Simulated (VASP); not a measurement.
# TaS2 (P-3m1) in VASP: notebook, part 2 of 3

VASP 6.6.1.

**3. Electric field gradients, PBE (equal xx and yy strain of +2 %)**

INCAR

```
SYSTEM = TaS2
ALGO = Normal ; EDIFF = 1E-8
ENCUT = 400 ; GGA = PE
GGA_COMPAT = .False. ; ISIF = 2
ISMEAR = -1 ; LASPH = .True.
LCHARG = .False. ; LEFG = .True.
LREAL = .False. ; LWAVE = .False.
NBANDS = 18 ; NELM = 120
PREC = Accurate ; SIGMA = 0.03
```

KPOINTS

```
k-points
0
Gamma
  9 9 5
  0 0 0
```

POSCAR

```
TaS2
1.0
    3.4170021630      0.0000000000      0.0000000000
   -1.7085010815      2.9592106780      0.0000000000
    0.0000000000      0.0000000000      5.8600000000
Ta S
1 2
Direct
    0.0000000000      0.0000000000      0.0000000000
    0.3333333333      0.6666666667      0.2500000000
    0.6666666667      0.3333333333      0.7500000000
```

Potentials or basis: VASP PAW PBE potentials, release 64 (Ta_pv, S).

Started as:

```sh
$ cat potpaw_PBE.64/Ta_pv/POTCAR potpaw_PBE.64/S/POTCAR > POTCAR
$ mpirun -np 1 vasp_std > vasp.out
```

OUTCAR:

```text
SYSTEM = TaS2
   EDIFF = 1E-8
   ENCUT = 400
   GGA = PE
   ISIF = 2
   ISMEAR = -1
   LASPH = .True.
   LREAL = .False.
   NELM = 120
   PREC = Accurate

 ion  position               nearest neighbor table
   1  0.000  0.000  0.000-   2 2.46   3 2.46   3 2.46   2 2.46   3 2.46   2 2.46
   2  0.333  0.667  0.250-   1 2.46   1 2.46   1 2.46
   3  0.667  0.333  0.750-   1 2.46   1 2.46   1 2.46

  LATTYP: Found a hexagonal cell.
 ALAT       =     3.4170021630
 C/A-ratio  =     1.7149535530

  Lattice vectors:

 A1 = (   3.4170021630,   0.0000000000,   0.0000000000)
 A2 = (  -1.7085010815,   2.9592106780,   0.0000000000)
 A3 = (   0.0000000000,   0.0000000000,   5.8600000000)

Analysis of symmetry for initial positions (statically):
=====================================================================
 Subroutine PRICEL returns:
 Original cell was already a primitive cell.

 Routine SETGRP: Setting up the symmetry group for a
 hexagonal supercell.

 Subroutine GETGRP returns: Found 12 space group operations
 (whereof 12 operations were pure point group operations)
 out of a pool of 24 trial point group operations.

The static configuration has the point symmetry D_3d.

Analysis of symmetry for dynamics (positions and initial velocities):
=====================================================================
 Subroutine PRICEL returns:
 Original cell was already a primitive cell.

 Routine SETGRP: Setting up the symmetry group for a
 hexagonal supercell.

 Subroutine GETGRP returns: Found 12 space group operations
 (whereof 12 operations were pure point group operations)
 out of a pool of 24 trial point group operations.

The dynamic configuration has the point symmetry D_3d.

 Subroutine INISYM returns: Found 12 space group operations
 (whereof 12 operations are pure point group operations),
 and found     1 'primitive' translations

----------------------------------------------------------------------------------------

                                     Primitive cell

  volume of cell :      59.2541

  direct lattice vectors                    reciprocal lattice vectors
     3.417002163  0.000000000  0.000000000     0.292654190  0.168963975  0.000000000
    -1.708501081  2.959210678  0.000000000     0.000000000  0.337927951  0.000000000
     0.000000000  0.000000000  5.860000000     0.000000000  0.000000000  0.170648464

  length of vectors
     3.417002163  3.417002163  5.860000000     0.337927951  0.337927951  0.170648464

  position of ions in fractional coordinates (direct lattice)
     0.000000000  0.000000000  0.000000000
     0.333333333  0.666666667  0.250000000
     0.666666667  0.333333333  0.750000000

  ion indices of the primitive-cell ions
   primitive index   ion index
                 1           1
                 2           2
[... 74 lines left out ...]
   LREAL  =      F    real-space projection
   EDIFFG = 0.1E-06   stopping-criterion for IOM
   NSW    =      0    number of steps for IOM
   IBRION =     -1    ionic relax: 0-MD 1-quasi-New 2-CG
   NFREE  =      0    steps in history (QN), initial steepest desc. (CG)
   ISIF   =      2    stress and relaxation
   ISYM   =      2    0-nonsym 1-usesym 2-fastsym
   POTIM  = 0.5000    time-step for ionic-motion
   TEBEG  =    0.0;   TEEND  =   0.0 temperature during run
   PSTRESS=    0.0 pullay stress
   NELECT =      23.0000    total number of electrons
   NUPDOWN=      -1.0000    fix difference up-down
   EMIN   =  10.00;   EMAX   =-10.00  energy-range for DOS
   EFERMI =   0.00;   METHOD = LEGACY
   ISMEAR =    -1;   SIGMA  =   0.03  broadening in eV -4-tet -1-fermi 0-gaus
   EFERMI_NEDOS =   21; number of points for ismear=-14 and -15
   IALGO  =     38    algorithm
   IMIX   =      4    mixing-type and parameters
     AMIX     =   0.40;   BMIX     =  1.00
     AMIX_MAG =   1.60;   BMIX_MAG =  1.00
  volume/ion in A,a.u.               =      19.75       133.29
  Fermi-wavevector in a.u.,A,eV,Ry     =   1.194202  2.256715 19.403525  1.426119
  Thomas-Fermi vector in A             =   2.330198
   LORBIT       =      0    0 simple, 1 ext, 2 COOP (PROOUT), +10 PAW based schemes
   GGA     = PE    functional components
   LHFCALC =     F    Hartree Fock is set to
   AEXX    =    0.0000 exact exchange contribution
   IVDW    =     0    specifies the selected vdW correction
   LEPSILON=     F    determine dielectric tensor
   LRPA    =     F    only Hartree local field effects (RPA)
 non-spin polarized calculation
  energy-cutoff  :      400.00
  volume of cell :       59.25
 maximum number of plane-waves:      1093
 NGX is ok and might be reduce to    24
   NGX = 11   NGY = 11   NGZ = 19

 number of electron      23.0000003 magnetization

 Free energy of the ion-electron system (eV)
  ---------------------------------------------------
  ext. energy  EPLUGINS =         0.00000000
  ---------------------------------------------------
  free energy    TOTEN  =       -23.07606487 eV

  energy without entropy =      -23.06901636  energy(sigma->0) =      -23.07254061

 E-fermi :   5.2995     XC(G=0): -10.3338

 val. band max:        5.2936695072   @ k =   0.0000   0.0000   0.0000
 cond. band min:       5.3170868348   @ k =   0.2222   0.1111   0.0000
 fundamental gap:      0.0234173275
 Fermi energy:         5.2995463355

 k-point     1 :       0.0000    0.0000    0.0000
  band No.  band energies     occupation
      1     -30.0934      2.00000
      2     -30.0934      2.00000
      3     -30.0755      2.00000
      4      -9.6268      2.00000
      5      -7.6469      2.00000
      6      -1.4532      2.00000
[... 481 lines left out ...]
      5      -7.7390      2.00000
      6      -0.4306      2.00000
[... 10 lines left out ...]
     17      11.8511      0.00000
     18      12.6097      0.00000

 [... further k-points ...]
[... 5 lines left out ...]
  --------------------------------------------------------------------------------------
  -------------------------------------------------------------------------------------
  Total        0.4191076      0.4191076      2.8078139      0.0000000      0.0000000      0.0000000
  in kB       11.3322823     11.3322823     75.9206912      0.0000000      0.0000000      0.0000000
  external PRESSURE =      32.8617519 kB  Pullay stress =       0.0000000 kB

 VOLUME and BASIS-vectors are now :
 -----------------------------------------------------------------------------
  energy-cutoff  :      400.00
  volume of cell :       59.25
      direct lattice vectors                 reciprocal lattice vectors
     3.417002163  0.000000000  0.000000000     0.292654190  0.168963975  0.000000000
    -1.708501081  2.959210678  0.000000000     0.000000000  0.337927951  0.000000000
     0.000000000  0.000000000  5.860000000     0.000000000  0.000000000  0.170648464

 POSITION                                       TOTAL-FORCE (eV/Angst)
 -----------------------------------------------------------------------------------
      0.00000      0.00000      0.00000         0.000000      0.000000      0.000000
     -0.00000      1.97281      1.46500        -0.000000      0.000000      0.705870
      1.70850      0.98640      4.39500         0.000000      0.000000     -0.705870
 -----------------------------------------------------------------------------------
    total drift:                               -0.000000      0.000000      0.000000

  FREE ENERGIE OF THE ION-ELECTRON SYSTEM (eV)
  ---------------------------------------------------
  free  energy   TOTEN  =       -23.0760648654 eV

  energy  without entropy=      -23.0690163628  energy(sigma->0) =      -23.07254061

 Electric field gradients (V/A^2)
---------------------------------------------------------------------
 ion       V_xx      V_yy      V_zz      V_xy      V_xz      V_yz
---------------------------------------------------------------------
   1      62.456    62.455  -124.911    -0.001    -0.000     0.000
   2       8.894     8.893   -17.788    -0.001     0.000    -0.000
   3       8.894     8.893   -17.788    -0.001     0.000    -0.000
---------------------------------------------------------------------

 Electric field gradients after diagonalization (V/A^2)
 (convention: |V_zz| > |V_xx| > |V_yy|)
----------------------------------------------------------------------
 ion       V_xx      V_yy      V_zz     asymmetry (V_yy - V_xx)/ V_zz
----------------------------------------------------------------------
   1      62.456    62.454  -124.911       0.000
   2       8.895     8.893   -17.788       0.000
   3       8.895     8.893   -17.788       0.000
----------------------------------------------------------------------

           NMR quadrupolar parameters

 Cq : quadrupolar parameter    Cq=e*Q*V_zz/h
 eta: asymmetry parameters     (V_yy - V_xx)/ V_zz
 Q  : nuclear electric quadrupole moment in mb (millibarn)
----------------------------------------------------------------------
 ion       Cq(MHz)       eta       Q (mb)
----------------------------------------------------------------------
   1      -0.302       0.000       1.000
   2      -0.043       0.000       1.000
   3      -0.043       0.000       1.000
----------------------------------------------------------------------
```

OSZICAR:

```text
N       E                     dE             d eps       ncg     rms          rms(c)
DAV:   1     0.130895618340E+03    0.13090E+03   -0.10053E+04  1808   0.939E+02
DAV:   2    -0.189980604760E+02   -0.14989E+03   -0.14717E+03  2352   0.259E+02
DAV:   3    -0.246782565785E+02   -0.56802E+01   -0.56328E+01  2330   0.495E+01
DAV:   4    -0.247408845188E+02   -0.62628E-01   -0.62585E-01  2420   0.571E+00
DAV:   5    -0.247419250097E+02   -0.10405E-02   -0.10404E-02  2260   0.709E-01    0.192E+01
DAV:   6    -0.231806784912E+02    0.15612E+01   -0.60401E+00  2032   0.151E+01    0.999E+00
DAV:   7    -0.230864067494E+02    0.94272E-01   -0.59864E-01  1976   0.463E+00    0.462E+00
DAV:   8    -0.230785778737E+02    0.78289E-02   -0.12770E-01  2246   0.220E+00    0.102E+00
DAV:   9    -0.230760774921E+02    0.25004E-02   -0.10073E-02  2184   0.675E-01    0.462E-01
DAV:  10    -0.230760404064E+02    0.37086E-04   -0.20009E-03  2216   0.265E-01    0.127E-01
DAV:  11    -0.230760391116E+02    0.12949E-05   -0.21784E-04  2122   0.857E-02    0.349E-02
DAV:  12    -0.230760630817E+02   -0.23970E-04   -0.30073E-05  2176   0.370E-02    0.137E-02
DAV:  13    -0.230760645507E+02   -0.14690E-05   -0.60657E-06  2012   0.153E-02    0.106E-02
DAV:  14    -0.230760647497E+02   -0.19894E-06   -0.11243E-06  2210   0.617E-03    0.263E-03
DAV:  15    -0.230760648574E+02   -0.10773E-06   -0.36125E-08  2348   0.114E-03    0.998E-04
DAV:  16    -0.230760648703E+02   -0.12916E-07   -0.18667E-08  1540   0.758E-04    0.150E-04
DAV:  17    -0.230760648585E+02    0.11778E-07   -0.16611E-09   964   0.295E-04    0.293E-04
DAV:  18    -0.230760648654E+02   -0.68342E-08   -0.26739E-10   944   0.127E-04
   1 F= -.23076065E+02 E0= -.23072541E+02  d E =-.704850E-02
```

It took 78 s on 1 thread of AMD EPYC 7R43 (Zen 3), shared host; peak memory 0.14 GiB.

What came out:

- Free energy: -23.0761 eV
- Pressure: 3.3 GPa
- Largest force: 0.706 eV/Å

Forces in eV/Å, atoms in the order of the input:
```
Ta   0.000  0.000  0.000
S    0.000  0.000  0.706
S    0.000  0.000 -0.706
```

Stress tensor (GPa, compression positive):
```
1.13 0.00 0.00
0.00 1.13 0.00
0.00 0.00 7.59
```

Electric field gradients, principal values (V/Å²):
```csv
atom,least,middle,greatest (by size)
1 Ta,62.454,62.456,-124.911
2 S,8.893,8.895,-17.788
3 S,8.893,8.895,-17.788
```

Caveat: the cell differs from its parent crystal (equal xx and yy strain of +2 %); without QUAD_EFG the Cq values of the log hold for a quadrupole moment of 1 mb, not for the nuclei; spin-orbit coupling is left out, which moves the levels of the heavy elements; this functional lacks dispersion, which binds the layers, so the pressure and a relaxed spacing across them are unreliable.

(Continued in part 3 of 3.)
